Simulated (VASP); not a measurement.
Runs of VASP 6.6.1 on Ga2S. The structure is that of space group P6/mmm (No. 191), or close to it. The cells are those of the table. The cell was generated, and may not be a known phase.

```csv
task,cell,k mesh,cutoff (eV),gap on the mesh (eV),pressure (GPa),relaxed volume (Å³/atom)
relaxation of cell and atoms,"relaxed from a = 4.928, b = 4.928, c = 2.708 Å, angles 90.0, 90.0, 120.0°, 3 atoms",12 × 12 × 18,600,none,0.0,(a)
single point,"a = 4.928, b = 4.928, c = 2.708 Å, angles 90.0, 90.0, 120.0°, 3 atoms",6 × 6 × 6,520,none,0.1,-
single point,"a = 5.057, b = 5.057, c = 2.526 Å, angles 90.0, 90.0, 120.0°, 3 atoms",12 × 12 × 18,520,none,0.1,-
relaxation of cell and atoms,"relaxed from a = 4.904, b = 4.904, c = 2.696 Å, angles 90.0, 90.0, 120.0°, 3 atoms",6 × 6 × 6,600,none,0.0,19.01
single point,"a = 4.904, b = 4.904, c = 2.696 Å, angles 90.0, 90.0, 120.0°, 3 atoms",6 × 6 × 4,520,none,-0.1,-
```

Alike in all rows: level PBE; potentials or basis VASP PAW PBE potentials, release 64 (Ga_d, S); no spin polarisation; smearing gaussian 0.1 eV.

Question: Fill in the values left out.

Answer: (a) 18.64.

Caveats: some runs use coarse meshes.

A k mesh can miss the band edges, and the runs leave out spin-orbit coupling on Ga.

A gap of «none» marks levels without a gap at the run's occupations.
